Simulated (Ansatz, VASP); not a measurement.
**Ag in VASP and in Ansatz**

INCAR

```
SYSTEM = Ag
  PREC = Accurate
  ENCUT = 520
  EDIFF = 1E-6
  ISMEAR = -1
  SIGMA = 0.05
  LREAL = .FALSE.
  LASPH = .TRUE.
  NELM = 60
  ALGO = Normal
  ISIF = 2
  LWAVE = .FALSE.
  LCHARG = .TRUE.
  GGA = PE
  LELF = .TRUE.
  LVHAR = .TRUE.
  NBANDS = 18
```

Contents of KPOINTS:

```
regular mesh
0
G
  14 14 8
  0 0 0
```

The input POSCAR:

```
Ag
1.0
    2.9590098492      0.0000000000      0.0000000000
   -1.4795049246      2.5625776994      0.0000000000
    0.0000000000      0.0000000000      4.8374288271
Ag
2
Direct
    0.3333333333      0.6666666667      0.2500000000
    0.6666666667      0.3333333333      0.7500000000
```

Input for Ansatz:

```yaml
crystal:
  lattice:
    - [2.9590098492, 0.0, 0.0]
    - [-1.4795049246, 2.5625776994, 0.0]
    - [0.0, 0.0, 4.8374288271]
  atoms:
    - { symbol: Ag, position: [0.3333333333, 0.6666666667, 0.25] }
    - { symbol: Ag, position: [0.6666666667, 0.3333333333, 0.75] }
kpoints:
  mp_grid: { grid: [14, 14, 8] }
scf:
  occupations: { method: fermi_dirac, width: 0.05 }
hamiltonian:
  xc: pbe
  pseudopotentials: { kind: all_electron, lapw: { basis_error: 0.00025 } }
output:
  forces: true
  stress: true
  eigenvalues: true
```

Change from the starting cell: volume scaled by 1.03.

Alike in both runs: task single point; functional PBE; k mesh 14 × 14 × 8; occupations fermi-dirac, width 0.05 eV; no spin polarisation.

```csv
,VASP,Ansatz
version,VASP 6.6.1,Ansatz 0.2.0
potentials or method,"VASP PAW PBE potentials, release 64 (Ag), cutoff 520 eV","all-electron LAPW, scalar-relativistic"
```

Ansatz gave:

```
pressure (GPa)                                                : -2.1
traceless stress, the component that is largest in VASP (GPa) : -0.25
```

Task: Estimate VASP's values.

Result: Pressure (GPa): -2.2; traceless stress, the component that is largest in VASP (GPa): -0.25.

Ansatz ran all-electron here, and VASP with PAW potentials.
